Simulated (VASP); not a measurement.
Set up this calculation in VASP 6.6.1, as the native input.

- Task: electric field gradients
- Functional: PBE
- Potentials or basis: VASP PAW PBE potentials, release 64 (Ga_d, As)
- Cutoff: 520 eV
- k mesh: 11 × 11 × 11
- Occupations: fermi-dirac, width 0.05 eV
- Spin: no spin polarisation
- Dipole correction: no
- Further INCAR settings: ALGO = Normal; EDIFF = 1e-08; NBANDS = 16

The structure of GaAs lies in POSCAR:

```
GaAs
1.0
    0.0000000000      2.7691429914      2.7691429914
    2.7691429914      0.0000000000      2.7691429914
    2.7691429914      2.7691429914      0.0000000000
Ga As
1 1
Direct
    0.0000000000      0.0000000000      0.0000000000
    0.7500000000      0.7500000000      0.7500000000
```

This cell differs from its parent crystal: volume scaled by 0.94.

The input as run:

INCAR

```
ALGO = Normal ; EDIFF = 1E-8
ENCUT = 520 ; GGA = PE
ISIF = 2 ; ISMEAR = -1
LASPH = T ; LCHARG = F
LEFG = T ; LREAL = F
LWAVE = F ; NBANDS = 16
NELM = 100 ; PREC = Accurate
SIGMA = 0.05
```

KPOINTS

```
k-points
0
Gamma
  11 11 11
```

Potentials or basis: VASP PAW PBE potentials, release 64 (Ga_d, As).

The run is started by

```bash
$ cat potpaw_PBE.64/Ga_d/POTCAR potpaw_PBE.64/As/POTCAR > POTCAR
$ mpirun -np 1 vasp_std > vasp.out
```

It gave:

* Pressure: 8.9 GPa
* Band gap on the k mesh: 1.00 eV, direct

Caveat: without QUAD_EFG the Cq values of the log hold for a quadrupole moment of 1 mb, not for the nuclei.

Run time: 54 s on 1 thread of Intel(R) Xeon(R) Platinum 8375C CPU @ 2.90GHz (Ice Lake), with other jobs on the host, peak memory 0.19 GiB.
